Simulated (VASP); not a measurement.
# Au: single point with PBE

Au:

```
CELL_PARAMETERS angstrom
-1.45183 1.45183 1.45183
1.45183 -1.45183 1.45183
1.45183 1.45183 -1.45183
ATOMIC_POSITIONS crystal
Au 0.00000 0.00000 0.00000
```

This cell differs from its parent crystal: volume scaled by 0.68.

```
Program                : VASP 6.6.1
Task                   : single point
Functional             : PBE
Potentials or basis    : VASP PAW PBE potentials, release 64 (Au)
Cutoff                 : 520 eV
k mesh                 : 16 × 16 × 16
Occupations            : fermi-dirac, width 0.08 eV
Spin                   : no spin polarisation
Dipole correction      : no
Further INCAR settings : ALGO = Normal; EDIFF = 1e-06; NBANDS = 12
```

| Item | Value |
| --- | --- |
| Pressure | 160.5 GPa |

Levels at points of the mesh, in eV from the Fermi level:
```tsv
k point	band 3	band 4	band 5	band 6	band 7	band 8	band 9	band 10
(0.00, 0.00, 0.00)	-7.41	-7.41	-4.18	-4.18	15.73	15.73	15.73	28.70
(0.50, 0.00, 0.00)	-4.34	-3.70	-2.37	-1.28	5.95	11.77	16.27	24.15
(0.50, 0.50, 0.50)	-2.01	-2.01	-2.01	6.47	6.47	6.47	14.28	20.38
```

Run time: 34 s on 1 thread of Intel Xeon 8259CL, with other jobs on the host, peak memory 0.14 GiB.

Caveat: spin-orbit coupling is left out, which moves the levels of the heavy elements.
